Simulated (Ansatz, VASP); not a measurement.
Ag in VASP and in Ansatz

File INCAR:

```
SYSTEM = Ag
PREC = Accurate
ENCUT = 400
EDIFF = 1E-8
ISMEAR = -1
SIGMA = 0.05
LREAL = .FALSE.
LASPH = .TRUE.
NELM = 120
ALGO = Normal
ISIF = 2
LWAVE = .FALSE.
LCHARG = .FALSE.
GGA = PE
LEFG = .TRUE.
NBANDS = 12
GGA_COMPAT = .FALSE.
```

The input KPOINTS:

```
Automatic mesh
0
G
  15 15 15
  0 0 0
```

POSCAR

```
Ag
1.0
    0.0000000000      2.0635310000      2.0431000000
    2.0635310000      0.0000000000      2.0431000000
    2.0635310000      2.0635310000      0.0000000000
Ag
1
Direct
    0.0000000000      0.0000000000      0.0000000000
```

Input for Ansatz:

```yaml
crystal:
  lattice:
    - [0.0, 2.063531, 2.0431]
    - [2.063531, 0.0, 2.0431]
    - [2.063531, 2.063531, 0.0]
  atoms:
    - { symbol: Ag, position: [0.0, 0.0, 0.0] }
kpoints:
  mp_grid: { grid: [15, 15, 15] }
scf:
  occupations: { method: fermi_dirac, width: 0.05 }
hamiltonian:
  xc: pbe
  pseudopotentials: { kind: all_electron, datasets: crystal }
output:
  forces: true
  stress: true
  eigenvalues: true
  efg: { contact_densities: true }
```

Change from the starting cell: equal xx and yy strain of +1 %, crystal datasets.

Alike in both runs: task electric field gradients; functional PBE; k mesh 15 × 15 × 15; occupations fermi-dirac, width 0.05 eV; no spin polarisation.

|  | VASP | Ansatz |
| --- | --- | --- |
| version | VASP 6.6.1 | Ansatz 0.2.0 |
| potentials or method | VASP PAW PBE potentials, release 64 (Ag), cutoff 400 eV | all-electron PAW with datasets made for the crystal, scalar-relativistic |

Ansatz gave:

```
pressure (GPa)                                       : 2.3
size of Vzz on the site where it differs most (V/Å²) : 1.4
```

Problem. Estimate VASP's values.

Solution. Pressure (GPa): 1.9; size of Vzz on the site where it differs most (V/Å²): 1.1.

Ansatz ran all-electron here, and VASP with PAW potentials.
